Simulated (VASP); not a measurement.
# Ta2SiO3 (P-3m1) in VASP: single point with PBE

Aim: the single point of Ta2SiO3 with PBE.

Everything below comes from runs of VASP 6.6.1. Logs are shortened: lines on timing, memory, paths and dates and some standing lists are left out, and cuts for length are marked.

**1. The cell of the first run**

Symmetry: P-3m1, No. 164, trigonal system. Conventional cell: a = 3.508 Å, b = 3.508 Å, c = 6.708 Å, α = 90.00°, β = 90.00°, γ = 120.00°. Ta (site symmetry 3m) has 7 O at 2.03 to 2.58 Å within 2.7 Å. Within 3.8 Å of Si (site symmetry -3m) lie 6 Ta at 2.86 Å and 8 O at 2.93 to 3.35 Å and 6 Si at 3.51 Å. Within 3.1 Å of O (site symmetry -3m) lie 6 O at 2.38 Å and 6 Ta at 2.43 Å. O (site symmetry 3m) has 4 Ta at 2.03 to 2.58 Å and 3 O at 2.38 Å within 2.7 Å.

The cell was generated, and may not be a known phase.

**2. Single point, PBE**

The input, INCAR:

```
SYSTEM = Ta2SiO3
ALGO = Normal
EDIFF = 1E-6
ENCUT = 700
GGA = PE
GGA_COMPAT = .False.
ISIF = 2
ISMEAR = 0
LASPH = .True.
LCHARG = .True.
LELF = .True.
LREAL = .False.
LVHAR = .True.
LWAVE = .False.
NBANDS = 33
NELM = 120
PREC = Accurate
SIGMA = 0.15
```

The input, KPOINTS:

```
k-points
0
Gamma
  4 4 2
  0 0 0
```

The input, POSCAR:

```
Ta2SiO3
1.0
    3.5083006481     -0.0000000031      0.0000000000
   -1.7541503213      3.0382774869      0.0000000000
    0.0000000000      0.0000000000      6.7083149992
Ta Si O
2 1 3
Direct
    0.3333333333      0.6666666667      0.6999473992
    0.6666666667      0.3333333333      0.3000526008
    0.0000000000      0.0000000000      0.0000000000
    0.0000000000      0.0000000000      0.5000000000
    0.3333333333      0.6666666667      0.3148771116
    0.6666666667      0.3333333333      0.6851228884
```

Potentials or basis: VASP PAW PBE potentials, release 64 (Ta_sv_GW, Si, O).

Started as:

```bash
$ cat potpaw_PBE.64/Ta_sv_GW/POTCAR potpaw_PBE.64/Si/POTCAR potpaw_PBE.64/O/POTCAR > POTCAR
$ mpirun -np 1 vasp_std > vasp.out
```

OUTCAR:

```text
SYSTEM = Ta2SiO3
   EDIFF = 1E-6
   ENCUT = 700
   GGA = PE
   ISIF = 2
   ISMEAR = 0
   LASPH = .True.
   LREAL = .False.
   NELM = 120
   PREC = Accurate

 ion  position               nearest neighbor table
   1  0.333  0.667  0.700-   6 2.03   6 2.03   6 2.03   4 2.43   4 2.43   4 2.43   5 2.58   3 2.86
                             3 2.86   3 2.86
   2  0.667  0.333  0.300-   5 2.03   5 2.03   5 2.03   4 2.43   4 2.43   4 2.43   6 2.58   3 2.86
                             3 2.86   3 2.86
   3  0.000  0.000  0.000-   1 2.86   2 2.86   1 2.86   2 2.86   2 2.86   1 2.86
   4  0.000  0.000  0.500-   1 2.43   2 2.43   1 2.43   2 2.43   2 2.43   1 2.43
   5  0.333  0.667  0.315-   2 2.03   2 2.03   2 2.03   1 2.58
   6  0.667  0.333  0.685-   1 2.03   1 2.03   1 2.03   2 2.58

  LATTYP: Found a hexagonal cell.
 ALAT       =     3.5083006481
 C/A-ratio  =     1.9121266026

  Lattice vectors:

 A1 = (   3.5083006481,  -0.0000000031,   0.0000000000)
 A2 = (  -1.7541503213,   3.0382774869,   0.0000000000)
 A3 = (   0.0000000000,   0.0000000000,   6.7083149992)

Analysis of symmetry for initial positions (statically):
=====================================================================
 Subroutine PRICEL returns:
 Original cell was already a primitive cell.

 Routine SETGRP: Setting up the symmetry group for a
 hexagonal supercell.

 Subroutine GETGRP returns: Found 12 space group operations
 (whereof 12 operations were pure point group operations)
 out of a pool of 24 trial point group operations.

The static configuration has the point symmetry D_3d.

Analysis of symmetry for dynamics (positions and initial velocities):
=====================================================================
 Subroutine PRICEL returns:
 Original cell was already a primitive cell.

 Routine SETGRP: Setting up the symmetry group for a
 hexagonal supercell.

 Subroutine GETGRP returns: Found 12 space group operations
 (whereof 12 operations were pure point group operations)
 out of a pool of 24 trial point group operations.

The dynamic configuration has the point symmetry D_3d.

 Subroutine INISYM returns: Found 12 space group operations
 (whereof 12 operations are pure point group operations),
 and found     1 'primitive' translations

----------------------------------------------------------------------------------------

[... 84 lines left out ...]
   LREAL  =      F    real-space projection
   EDIFFG = 0.1E-04   stopping-criterion for IOM
   NSW    =      0    number of steps for IOM
   IBRION =     -1    ionic relax: 0-MD 1-quasi-New 2-CG
   NFREE  =      0    steps in history (QN), initial steepest desc. (CG)
   ISIF   =      2    stress and relaxation
   ISYM   =      2    0-nonsym 1-usesym 2-fastsym
   POTIM  = 0.5000    time-step for ionic-motion
   TEBEG  =    0.0;   TEEND  =   0.0 temperature during run
   PSTRESS=    0.0 pullay stress
   NELECT =      48.0000    total number of electrons
   NUPDOWN=      -1.0000    fix difference up-down
   EMIN   =  10.00;   EMAX   =-10.00  energy-range for DOS
   EFERMI =   0.00;   METHOD = LEGACY
   ISMEAR =     0;   SIGMA  =   0.15  broadening in eV -4-tet -1-fermi 0-gaus
   EFERMI_NEDOS =   21; number of points for ismear=-14 and -15
   IALGO  =     38    algorithm
   IMIX   =      4    mixing-type and parameters
     AMIX     =   0.40;   BMIX     =  1.00
     AMIX_MAG =   1.60;   BMIX_MAG =  1.00
  volume/ion in A,a.u.               =      11.92        80.42
  Fermi-wavevector in a.u.,A,eV,Ry     =   1.433428  2.708787 27.956123  2.054717
  Thomas-Fermi vector in A             =   2.552948
   LORBIT       =      0    0 simple, 1 ext, 2 COOP (PROOUT), +10 PAW based schemes
   GGA     = PE    functional components
   LHFCALC =     F    Hartree Fock is set to
   AEXX    =    0.0000 exact exchange contribution
   IVDW    =     0    specifies the selected vdW correction
   LEPSILON=     F    determine dielectric tensor
   LRPA    =     F    only Hartree local field effects (RPA)
 non-spin polarized calculation
 Gauss-broadening in eV      SIGMA  =   0.15
  energy-cutoff  :      700.00
  volume of cell :       71.51
 maximum number of plane-waves:      3024
   NGX = 15   NGY = 15   NGZ = 29

 number of electron      48.0000007 magnetization

 Free energy of the ion-electron system (eV)
  ---------------------------------------------------
  ext. energy  EPLUGINS =         0.00000000
  ---------------------------------------------------
  free energy    TOTEN  =       -57.30543616 eV

  energy without entropy =      -57.30403751  energy(sigma->0) =      -57.30473684

 E-fermi :   9.8625     XC(G=0): -12.3412

 val. band max:        9.6292892827   @ k =   0.0000   0.0000   0.0000
 cond. band min:      10.0992264140   @ k =   0.5000  -0.0000   0.0000
 fundamental gap:      0.4699371313
 Fermi energy:         9.8624968979

 k-point     1 :       0.0000    0.0000    0.0000
  band No.  band energies     occupation
      1     -59.9981      2.00000
      2     -59.9890      2.00000
      3     -26.4012      2.00000
      4     -26.4012      2.00000
      5     -26.3741      2.00000
      6     -26.3741      2.00000
[... 277 lines left out ...]
     32      13.7648      0.00000
     33      14.1613      0.00000

------------------------ aborting loop because EDIFF is reached ----------------------------------------

  FORCE on cell =-STRESS in cart. coord.  units (eV):
  Direction    XX          YY          ZZ          XY          YZ          ZX
  --------------------------------------------------------------------------------------
  -------------------------------------------------------------------------------------
  Total        0.0616722      0.0616722     -0.3304063      0.0000000     -0.0000000     -0.0000000
  in kB        1.3818556      1.3818556     -7.4032301      0.0000000     -0.0000000     -0.0000000
  external PRESSURE =      -1.5465063 kB  Pullay stress =       0.0000000 kB

 VOLUME and BASIS-vectors are now :
 -----------------------------------------------------------------------------
  energy-cutoff  :      700.00
  volume of cell :       71.51
      direct lattice vectors                 reciprocal lattice vectors
     3.508300648 -0.000000003  0.000000000     0.285038285  0.164566930  0.000000000
    -1.754150321  3.038277487  0.000000000     0.000000000  0.329133861  0.000000000
     0.000000000  0.000000000  6.708314999     0.000000000  0.000000000  0.149068730

 POSITION                                       TOTAL-FORCE (eV/Angst)
 -----------------------------------------------------------------------------------
      0.00000      2.02552      4.69547        -0.000000     -0.000000     -0.031886
      1.75415      1.01276      2.01285        -0.000000      0.000000      0.031886
      0.00000      0.00000      0.00000        -0.000000     -0.000000      0.000000
      0.00000      0.00000      3.35416        -0.000000     -0.000000      0.000000
      0.00000      2.02552      2.11229         0.000000      0.000000      0.032157
      1.75415      1.01276      4.59602        -0.000000     -0.000000     -0.032157
 -----------------------------------------------------------------------------------
    total drift:                               -0.000000      0.000000      0.000000

  FREE ENERGIE OF THE ION-ELECTRON SYSTEM (eV)
  ---------------------------------------------------
  free  energy   TOTEN  =       -57.3054361634 eV

  energy  without entropy=      -57.3040375114  energy(sigma->0) =      -57.30473684
```

OSZICAR:

```text
N       E                     dE             d eps       ncg     rms          rms(c)
DAV:   1     0.460088216745E+03    0.46009E+03   -0.33376E+04   528   0.181E+03
DAV:   2    -0.374754853787E+02   -0.49756E+03   -0.47995E+03   692   0.408E+02
DAV:   3    -0.700538068928E+02   -0.32578E+02   -0.32343E+02   720   0.105E+02
DAV:   4    -0.709743097450E+02   -0.92050E+00   -0.91995E+00   688   0.153E+01
DAV:   5    -0.709849407468E+02   -0.10631E-01   -0.10625E-01   720   0.180E+00    0.648E+01
DAV:   6    -0.576445871726E+02    0.13340E+02   -0.50876E+01   605   0.383E+01    0.120E+02
DAV:   7    -0.585317607306E+02   -0.88717E+00   -0.35505E+00   640   0.915E+00    0.107E+02
DAV:   8    -0.587792279708E+02   -0.24747E+00   -0.86459E+00   570   0.178E+01    0.157E+02
DAV:   9    -0.574444142774E+02    0.13348E+01   -0.28422E+00   565   0.112E+01    0.166E+02
DAV:  10    -0.575521469766E+02   -0.10773E+00   -0.20021E+00   621   0.830E+00    0.172E+02
DAV:  11    -0.573900808276E+02    0.16207E+00   -0.23254E-01   564   0.322E+00    0.110E+02
DAV:  12    -0.573144895494E+02    0.75591E-01   -0.16383E-01   624   0.257E+00    0.350E+01
DAV:  13    -0.573055795063E+02    0.89100E-02   -0.36271E-02   639   0.126E+00    0.696E+00
DAV:  14    -0.573055901138E+02   -0.10608E-04   -0.17135E-03   659   0.259E-01    0.499E+00
DAV:  15    -0.573054884601E+02    0.10165E-03   -0.91423E-04   575   0.183E-01    0.148E+00
DAV:  16    -0.573054363401E+02    0.52120E-04   -0.19951E-04   571   0.952E-02    0.546E-01
DAV:  17    -0.573054358389E+02    0.50122E-06   -0.13831E-05   656   0.251E-02    0.122E-01
DAV:  18    -0.573054361634E+02   -0.32452E-06   -0.11241E-06   335   0.738E-03
   1 F= -.57305436E+02 E0= -.57304737E+02  d E =-.139865E-02
```

stdout:

```text
POSCAR found type information on POSCAR TaSiO
 POSCAR found :  3 types and       6 ions
 scaLAPACK will be used
 LDA part: xc-table for (Slater+PW92), standard interpolation
 POSCAR, INCAR and KPOINTS ok, starting setup
 FFT: planning ... GRIDC
 FFT: planning ... GRID_SOFT
 FFT: planning ... GRID
 WAVECAR not read
 entering main loop
```

Wall time 62 s (1 thread of AMD EPYC 7R43 (Zen 3), shared host); peak memory 0.2 GiB.

Results:

- Free energy: -57.3054 eV
- Pressure: -0.2 GPa
- Largest force: 0.032 eV/Å
- Band gap on the k mesh: 0.47 eV (least direct gap 0.85 eV)

Forces in eV/Å, atoms in the order of the input:
```
Ta   0.000  0.000 -0.032
Ta   0.000  0.000  0.032
Si   0.000  0.000  0.000
O    0.000  0.000  0.000
O    0.000  0.000  0.032
O    0.000  0.000 -0.032
```

Levels at points of the mesh, in eV from the valence-band top:
```tsv
k point	band 21	band 22	band 23	band 24	band 25	band 26	band 27	band 28
(0.00, 0.00, 0.00)	-3.71	-0.13	-0.13	0.00	0.85	1.48	1.48	2.34
(0.50, 0.00, 0.00)	-3.66	-2.23	-1.03	-0.57	0.47	0.87	2.04	2.62
(0.00, 0.00, 0.50)	-3.50	-1.94	-0.02	-0.02	1.16	1.62	1.62	2.11
(0.50, 0.00, 0.50)	-2.62	-2.46	-1.58	-0.60	0.72	0.81	2.13	2.51
```

Caveat: the k points lie up to 0.52 Å⁻¹ apart; spin-orbit coupling is left out, which moves the levels of the heavy elements. A k mesh can miss the band edges.
